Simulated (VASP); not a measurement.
Crystal: NaH.

```
Na H
1.0
     3.95331    0.00000    0.00000
    -1.97665    3.42366    0.00000
     0.00000    0.00000    4.82832
Na H
2 2
Cartesian
  0.0000 2.2824 1.2071
  1.9767 1.1412 3.6212
  1.9767 1.1412 1.2071
  0.0000 2.2824 3.6212
```

Base run:

- Program: VASP 6.6.1
- Functional: PBE
- Potentials or basis: VASP PAW PBE potentials, release 64 (Na_pv, H)
- Cutoff: 520 eV
- k mesh: 6 × 6 × 4
- Occupations: gaussian, width 0.01 eV
- Spin: no spin polarisation

Its results: band gap on the k mesh 3.33 eV, indirect (least direct gap 4.24 eV); pressure 0.3 GPa.

Q: The run is repeated on the same cell with these changes: functional from PBE to PBE-based screened hybrid; k mesh from 6 × 6 × 4 to 6 × 6 × 2. What comes out?

A: Band gap on the k mesh 3.51 eV, indirect (least direct gap 4.44 eV); pressure 0.4 GPa.

Several settings changed at once, so the effect can't be laid on one alone.

Caveats: some runs use coarse meshes; the PAW data sets were made with another functional, which shifts forces and pressure a little (some runs).

A k mesh can miss the band edges.
